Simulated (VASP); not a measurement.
# Sn3Se (Pm-3m) in VASP: notebook

Runs on Sn3Se. Level: PBEsol. Tasks: single point.

Everything below comes from runs of VASP 6.6.1. Logs are shortened: lines on timing, memory, paths and dates and some standing lists are left out, and cuts for length are marked.

## 1. The cell of the first run

The structure is cubic, space group Pm-3m (No. 221). The conventional cell has a = 4.742 Å, b = 4.742 Å, c = 4.742 Å, α = 90.00°, β = 90.00°, γ = 90.00°. Sn (site symmetry 4/mmm) has 8 Sn at 3.35 Å and 4 Se at 3.35 Å within 4.4 Å. Se (site symmetry m-3m) has 12 Sn at 3.35 Å within 4.4 Å.

## 2. Single point, PBEsol

Input file INCAR:

```
  ALGO = Normal
  EDIFF = 1E-7
  ENCUT = 520
  GGA = PS
  ISIF = 2
  ISMEAR = -1
  LASPH = True
  LCHARG = False
  LREAL = False
  LWAVE = False
  NBANDS = 32
  NELM = 60
  PREC = Accurate
  SIGMA = 0.05
```

Input file KPOINTS:

```
k-points
0
Gamma
  6 6 6
```

Input file POSCAR:

```
Sn3Se
1.0
    4.7418790000      0.0000000000      0.0000000000
    0.0000000000      4.7418790000      0.0000000000
    0.0000000000      0.0000000000      4.7418790000
Sn Se
3 1
Direct
    0.5000000000      0.5000000000      0.0000000000
    0.5000000000      0.0000000000      0.5000000000
    0.0000000000      0.5000000000      0.5000000000
    0.0000000000      0.0000000000      0.0000000000
```

Potentials or basis: VASP PAW PBE potentials, release 64 (Sn_d, Se).

Command:

```bash
$ cat potpaw_PBE.64/Sn_d/POTCAR potpaw_PBE.64/Se/POTCAR > POTCAR
$ mpirun -np 1 vasp_std > vasp.out
```

OUTCAR:

```text
EDIFF = 1E-7
   ENCUT = 520
   GGA = PS
   ISIF = 2
   ISMEAR = -1
   LASPH = True
   LREAL = False
   NELM = 60
   PREC = Accurate

 ion  position               nearest neighbor table
   1  0.500  0.500  0.000-   2 3.35   3 3.35   2 3.35   3 3.35   2 3.35   2 3.35   3 3.35   3 3.35

   2  0.500  0.000  0.500-   1 3.35   3 3.35   1 3.35   1 3.35   3 3.35   1 3.35   3 3.35   3 3.35

   3  0.000  0.500  0.500-   1 3.35   2 3.35   1 3.35   2 3.35   1 3.35   2 3.35   1 3.35   2 3.35

   4  0.000  0.000  0.000-

  LATTYP: Found a simple cubic cell.
 ALAT       =     4.7418790000

  Lattice vectors:

 A1 = (   4.7418790000,   0.0000000000,   0.0000000000)
 A2 = (   0.0000000000,   4.7418790000,   0.0000000000)
 A3 = (   0.0000000000,   0.0000000000,   4.7418790000)

Analysis of symmetry for initial positions (statically):
=====================================================================
 Subroutine PRICEL returns:
 Original cell was already a primitive cell.

 Routine SETGRP: Setting up the symmetry group for a
 simple cubic supercell.

 Subroutine GETGRP returns: Found 48 space group operations
 (whereof 48 operations were pure point group operations)
 out of a pool of 48 trial point group operations.

The static configuration has the point symmetry O_h .

Analysis of symmetry for dynamics (positions and initial velocities):
=====================================================================
 Subroutine PRICEL returns:
 Original cell was already a primitive cell.

 Routine SETGRP: Setting up the symmetry group for a
 simple cubic supercell.

 Subroutine GETGRP returns: Found 48 space group operations
 (whereof 48 operations were pure point group operations)
 out of a pool of 48 trial point group operations.

The dynamic configuration has the point symmetry O_h .

 Subroutine INISYM returns: Found 48 space group operations
 (whereof 48 operations are pure point group operations),
 and found     1 'primitive' translations

----------------------------------------------------------------------------------------

                                     Primitive cell

  volume of cell :     106.6231

  direct lattice vectors                    reciprocal lattice vectors
     4.741879000  0.000000000  0.000000000     0.210886866  0.000000000  0.000000000
     0.000000000  4.741879000  0.000000000     0.000000000  0.210886866  0.000000000
     0.000000000  0.000000000  4.741879000     0.000000000  0.000000000  0.210886866

  length of vectors
     4.741879000  4.741879000  4.741879000     0.210886866  0.210886866  0.210886866

  position of ions in fractional coordinates (direct lattice)
     0.500000000  0.500000000  0.000000000
     0.500000000  0.000000000  0.500000000
     0.000000000  0.500000000  0.500000000
     0.000000000  0.000000000  0.000000000

  ion indices of the primitive-cell ions
   primitive index   ion index
                 1           1
                 2           2
                 3           3
                 4           4

----------------------------------------------------------------------------------------

 KPOINTS: k-points

Automatic generation of k-mesh.
 Grid dimensions read from file:
 generate k-points for:    6    6    6

 Generating k-lattice:

  Cartesian coordinates                     Fractional coordinates (reciprocal lattice)
     0.035147811  0.000000000  0.000000000     0.166666667  0.000000000  0.000000000
     0.000000000  0.035147811  0.000000000     0.000000000  0.166666667  0.000000000
     0.000000000  0.000000000  0.035147811     0.000000000  0.000000000  0.166666667

  Length of vectors
     0.035147811  0.035147811  0.035147811

  Shift w.r.t. Gamma in fractional coordinates (k-lattice)
     0.000000000  0.000000000  0.000000000

 Subroutine IBZKPT returns following result:
 ===========================================

 Found     20 irreducible k-points:

 Following reciprocal coordinates:
            Coordinates               Weight
  0.000000  0.000000  0.000000      1.000000
  0.166667  0.000000  0.000000      6.000000
  0.333333  0.000000  0.000000      6.000000
  0.500000  0.000000  0.000000      3.000000
  0.166667  0.166667  0.000000     12.000000
  0.333333  0.166667  0.000000     24.000000
[... 12 lines left out ...]
  0.500000  0.500000  0.333333      6.000000
  0.500000  0.500000  0.500000      1.000000
   k-points           NKPTS =     20   k-points in BZ     NKDIM =     20   number of bands    NBANDS=     32
   number of dos      NEDOS =    301   number of ions     NIONS =      4
   total plane-waves  NPLWV =  46656
   dimension x,y,z NGX =    36 NGY =   36 NGZ =   36
   dimension x,y,z NGXF=    72 NGYF=   72 NGZF=   72
   ions per type =               3   1
   NGX,Y,Z   is equivalent  to a cutoff of  12.62, 12.62, 12.62 a.u.
   NGXF,Y,Z  is equivalent  to a cutoff of  25.24, 25.24, 25.24 a.u.
 SYSTEM =  unknown system
   PREC   = accura    normal or accurate (medium, high low for compatibility)
   ISTART =      0    job   : 0-new  1-cont  2-samecut
   ICHARG =      2    charge: 1-file 2-atom 10-const
   ISPIN  =      1    spin polarized calculation?
   LNONCOLLINEAR =      F non collinear calculations
   LSORBIT =      F    spin-orbit coupling
   LASPH  =      T    aspherical Exc in radial PAW
   ENCUT  =  520.0 eV  38.22 Ry    6.18 a.u.   8.82  8.82  8.82*2*pi/ulx,y,z
   NELM   =     60;   NELMIN=  2; NELMDL= -5     # of ELM steps
   EDIFF  = 0.1E-06   stopping-criterion for ELM
   LREAL  =      F    real-space projection
   EDIFFG = 0.1E-05   stopping-criterion for IOM
   NSW    =      0    number of steps for IOM
   IBRION =     -1    ionic relax: 0-MD 1-quasi-New 2-CG
   NFREE  =      0    steps in history (QN), initial steepest desc. (CG)
   ISIF   =      2    stress and relaxation
   ISYM   =      2    0-nonsym 1-usesym 2-fastsym
   POTIM  = 0.5000    time-step for ionic-motion
   TEBEG  =    0.0;   TEEND  =   0.0 temperature during run
   PSTRESS=    0.0 pullay stress
   NELECT =      48.0000    total number of electrons
   NUPDOWN=      -1.0000    fix difference up-down
   EMIN   =  10.00;   EMAX   =-10.00  energy-range for DOS
   EFERMI =   0.00;   METHOD = LEGACY
   ISMEAR =    -1;   SIGMA  =   0.05  broadening in eV -4-tet -1-fermi 0-gaus
   EFERMI_NEDOS =   21; number of points for ismear=-14 and -15
   IALGO  =     38    algorithm
   IMIX   =      4    mixing-type and parameters
     AMIX     =   0.40;   BMIX     =  1.00
     AMIX_MAG =   1.60;   BMIX_MAG =  1.00
  volume/ion in A,a.u.               =      26.66       179.88
  Fermi-wavevector in a.u.,A,eV,Ry     =   1.254695  2.371029 21.419096  1.574259
  Thomas-Fermi vector in A             =   2.388487
   LORBIT       =      0    0 simple, 1 ext, 2 COOP (PROOUT), +10 PAW based schemes
   GGA     = PS    functional components
   LHFCALC =     F    Hartree Fock is set to
   AEXX    =    0.0000 exact exchange contribution
   IVDW    =     0    specifies the selected vdW correction
   LEPSILON=     F    determine dielectric tensor
   LRPA    =     F    only Hartree local field effects (RPA)
 non-spin polarized calculation
  energy-cutoff  :      520.00
  volume of cell :      106.62
 maximum number of plane-waves:      2897
 NGX is ok and might be reduce to    36
   NGX = 17   NGY = 17   NGZ = 17

 number of electron      47.9999994 magnetization

 Free energy of the ion-electron system (eV)
  ---------------------------------------------------
  ext. energy  EPLUGINS =         0.00000000
  ---------------------------------------------------
  free energy    TOTEN  =       -16.53265805 eV

  energy without entropy =      -16.51221497  energy(sigma->0) =      -16.52243651

 E-fermi :   7.0696     XC(G=0): -10.3151

 val. band max:        7.0444271170   @ k =   0.0000   0.0000   0.0000
 cond. band min:       7.1085994004   @ k =   0.3333   0.3333   0.3333
 fundamental gap:      0.0641722835
 Fermi energy:         7.0696008228

 k-point     1 :       0.0000    0.0000    0.0000
  band No.  band energies     occupation
      1     -14.5948      2.00000
      2     -14.5948      2.00000
      3     -14.5948      2.00000
      4     -14.5722      2.00000
      5     -14.5722      2.00000
      6     -14.5419      2.00000
[... 24 lines left out ...]
     31      12.4853      0.00000
     32      12.7446      0.00000

 k-point     2 :       0.1667    0.0000    0.0000
  band No.  band energies     occupation
      1     -14.5919      2.00000
      2     -14.5809      2.00000
      3     -14.5809      2.00000
      4     -14.5712      2.00000
      5     -14.5640      2.00000
      6     -14.5324      2.00000
[... 24 lines left out ...]
     31      12.7882      0.00000
     32      12.7924      0.00000

 k-point     3 :       0.3333    0.0000    0.0000
  band No.  band energies     occupation
      1     -14.5854      2.00000
      2     -14.5693      2.00000
      3     -14.5462      2.00000
      4     -14.5462      2.00000
      5     -14.5433      2.00000
      6     -14.5093      2.00000
[... 24 lines left out ...]
     31      11.6905      0.00000
     32      13.1191      0.00000

 k-point     4 :       0.5000    0.0000    0.0000
  band No.  band energies     occupation
      1     -14.5817      2.00000
      2     -14.5684      2.00000
      3     -14.5274      2.00000
      4     -14.5252      2.00000
      5     -14.5252      2.00000
      6     -14.5130      2.00000
[... 514 lines left out ...]
     31      12.3668      0.00000
     32      15.0913      0.00000

 k-point    19 :       0.5000    0.5000    0.3333
  band No.  band energies     occupation
      1     -14.5748      2.00000
      2     -14.5643      2.00000
      3     -14.5643      2.00000
      4     -14.5577      2.00000
      5     -14.5200      2.00000
      6     -14.5188      2.00000
[... 24 lines left out ...]
     31      12.9867      0.00000
     32      14.6500      0.00000

 k-point    20 :       0.5000    0.5000    0.5000
  band No.  band energies     occupation
      1     -14.5813      2.00000
      2     -14.5666      2.00000
      3     -14.5666      2.00000
      4     -14.5666      2.00000
      5     -14.5253      2.00000
      6     -14.5253      2.00000
[... 24 lines left out ...]
     31      13.1778      0.00000
     32      13.9892      0.00000

------------------------ aborting loop because EDIFF is reached ----------------------------------------

  FORCE on cell =-STRESS in cart. coord.  units (eV):
  Direction    XX          YY          ZZ          XY          YZ          ZX
  --------------------------------------------------------------------------------------
  -------------------------------------------------------------------------------------
  Total       -1.7765515     -1.7765515     -1.7765515     -0.0000000     -0.0000000     -0.0000000
  in kB      -26.6954339    -26.6954339    -26.6954339     -0.0000000     -0.0000000     -0.0000000
  external PRESSURE =     -26.6954339 kB  Pullay stress =       0.0000000 kB

 VOLUME and BASIS-vectors are now :
 -----------------------------------------------------------------------------
  energy-cutoff  :      520.00
  volume of cell :      106.62
      direct lattice vectors                 reciprocal lattice vectors
     4.741879000  0.000000000  0.000000000     0.210886866  0.000000000  0.000000000
     0.000000000  4.741879000  0.000000000     0.000000000  0.210886866  0.000000000
     0.000000000  0.000000000  4.741879000     0.000000000  0.000000000  0.210886866

 POSITION                                       TOTAL-FORCE (eV/Angst)
 -----------------------------------------------------------------------------------
      2.37094      2.37094      0.00000         0.000000      0.000000      0.000000
      2.37094      0.00000      2.37094         0.000000      0.000000      0.000000
      0.00000      2.37094      2.37094         0.000000      0.000000      0.000000
      0.00000      0.00000      0.00000         0.000000      0.000000      0.000000
 -----------------------------------------------------------------------------------
    total drift:                                0.000000      0.000000      0.000000

  FREE ENERGIE OF THE ION-ELECTRON SYSTEM (eV)
  ---------------------------------------------------
  free  energy   TOTEN  =       -16.5326580518 eV

  energy  without entropy=      -16.5122149676  energy(sigma->0) =      -16.52243651
```

Run time: 22 s. Hardware: 1 thread of Intel Xeon 6975P-C (Granite Rapids), shared host; peak memory 0.22 GiB.

Results:

| Item | Value |
| --- | --- |
| Free energy | -16.5327 eV |
| Pressure | -2.7 GPa |
| Band gap on the k mesh | zero (band 24 reaches 9.06 eV, above the bottom of band 25 at 6.77 eV) |

Levels at points of the mesh, in eV from the Fermi level:
| k point | band 22 | band 23 | band 24 | band 25 | band 26 | band 27 |
| --- | --- | --- | --- | --- | --- | --- |
| (0.00, 0.00, 0.00) | -4.30 | -0.03 | -0.03 | -0.03 | 2.29 | 2.29 |
| (0.50, 0.00, 0.00) | -1.86 | -1.77 | -1.77 | -0.15 | 1.88 | 2.15 |
| (0.50, 0.50, 0.00) | -2.01 | -2.01 | -0.63 | 0.08 | 0.08 | 0.11 |
| (0.50, 0.50, 0.50) | -5.23 | -4.69 | 1.99 | 1.99 | 1.99 | 5.88 |

Caveat: the PAW data sets were made with another functional, which shifts forces and pressure a little; spin-orbit coupling is left out, which moves the levels of the heavy elements.

## 3. Single point, PBEsol

This run uses another cell than the first one, of 27.19 Å³/atom, 1.020 times its volume.

Input file INCAR:

```
SYSTEM = Sn3Se
ALGO = Normal
EDIFF = 1E-6
ENCUT = 520
GGA = PS
ISIF = 2
ISMEAR = -1
LASPH = .TRUE.
LCHARG = .FALSE.
LREAL = .FALSE.
LWAVE = .FALSE.
NBANDS = 32
NELM = 80
PREC = Accurate
SIGMA = 0.05
```

Input file KPOINTS:

```
k-points
0
G
  6 6 6
  0 0 0
```

Input file POSCAR:

```
Sn3Se
1.0
    4.7732830874      0.0000000000      0.0000000000
    0.0000000000      4.7732830874      0.0000000000
    0.0000000000      0.0000000000      4.7732830874
Sn Se
3 1
Direct
    0.5000000000      0.5000000000      0.0000000000
    0.5000000000      0.0000000000      0.5000000000
    0.0000000000      0.5000000000      0.5000000000
    0.0000000000      0.0000000000      0.0000000000
```

Potentials or basis: VASP PAW PBE potentials, release 64 (Sn_d, Se).

Command:

```bash
$ cat potpaw_PBE.64/Sn_d/POTCAR potpaw_PBE.64/Se/POTCAR > POTCAR
$ mpirun -np 1 vasp_std > vasp.out
```

Wall time 20 s (1 thread of Intel Xeon 6975P-C (Granite Rapids), shared host); peak memory 0.22 GiB.

It converged, with:

- Free energy: -16.4923 eV
- Pressure: -3.5 GPa
- Band gap on the k mesh: zero (band 24 reaches 8.78 eV, above the bottom of band 25 at 6.56 eV)

Levels at points of the mesh, in eV from the Fermi level:
```tsv
k point	band 21	band 22	band 23	band 24	band 25	band 26	band 27	band 28
(0.00, 0.00, 0.00)	-4.21	-4.21	-0.03	-0.03	-0.03	2.25	2.25	2.25
(0.50, 0.00, 0.00)	-3.16	-1.82	-1.72	-1.72	-0.11	1.81	2.05	2.15
(0.50, 0.50, 0.00)	-2.32	-2.02	-2.02	-0.66	0.11	0.11	0.12	3.08
(0.50, 0.50, 0.50)	-5.12	-5.12	-4.59	1.94	1.94	1.94	5.76	5.76
```

Caveat: the PAW data sets were made with another functional, which shifts forces and pressure a little; spin-orbit coupling is left out, which moves the levels of the heavy elements.

## 4. Single point, PBEsol

This run uses another cell than the first one, of 27.72 Å³/atom, 1.040 times its volume.

Input file INCAR:

```
SYSTEM = Sn3Se
PREC = Accurate
ENCUT = 520
EDIFF = 1E-7
ISMEAR = -1
SIGMA = 0.05
LREAL = .FALSE.
LASPH = .TRUE.
NELM = 60
ALGO = Normal
ISIF = 2
LWAVE = .FALSE.
LCHARG = .FALSE.
GGA = PS
NBANDS = 32
```

Input file KPOINTS:

```
regular mesh
0
G
  6 6 6
  0 0 0
```

Input file POSCAR:

```
Sn3Se
1.0
    4.8042793006      0.0000000000      0.0000000000
    0.0000000000      4.8042793006      0.0000000000
    0.0000000000      0.0000000000      4.8042793006
Sn Se
3 1
Direct
    0.5000000000      0.5000000000      0.0000000000
    0.5000000000      0.0000000000      0.5000000000
    0.0000000000      0.5000000000      0.5000000000
    0.0000000000      0.0000000000      0.0000000000
```

Command:

```bash
$ cat potpaw_PBE.64/Sn_d/POTCAR potpaw_PBE.64/Se/POTCAR > POTCAR
$ mpirun -np 1 vasp_std > vasp.out
```

Wall time 21 s (1 thread of Intel Xeon 6975P-C (Granite Rapids), shared host); peak memory 0.22 GiB.

It converged, with:

| Quantity | Value |
| --- | --- |
| Free energy | -16.4416 eV |
| Pressure | -4.2 GPa |
| Band gap on the k mesh | zero (band 24 reaches 8.51 eV, above the bottom of band 25 at 6.35 eV) |

Levels at points of the mesh, in eV from the Fermi level:
```csv
k point,band 21,band 22,band 23,band 24,band 25,band 26,band 27,band 28
"(0.00, 0.00, 0.00)",-4.12,-4.12,-0.02,-0.02,-0.02,2.22,2.22,2.22
"(0.50, 0.00, 0.00)",-3.09,-1.79,-1.67,-1.67,-0.07,1.74,1.96,2.11
"(0.50, 0.50, 0.00)",-2.28,-2.02,-2.02,-0.68,0.13,0.13,0.13,3.01
"(0.50, 0.50, 0.50)",-5.01,-5.01,-4.49,1.88,1.88,1.88,5.64,5.64
```

Caveat: the PAW data sets were made with another functional, which shifts forces and pressure a little; spin-orbit coupling is left out, which moves the levels of the heavy elements.

(Part 1 of 2 ends here.)
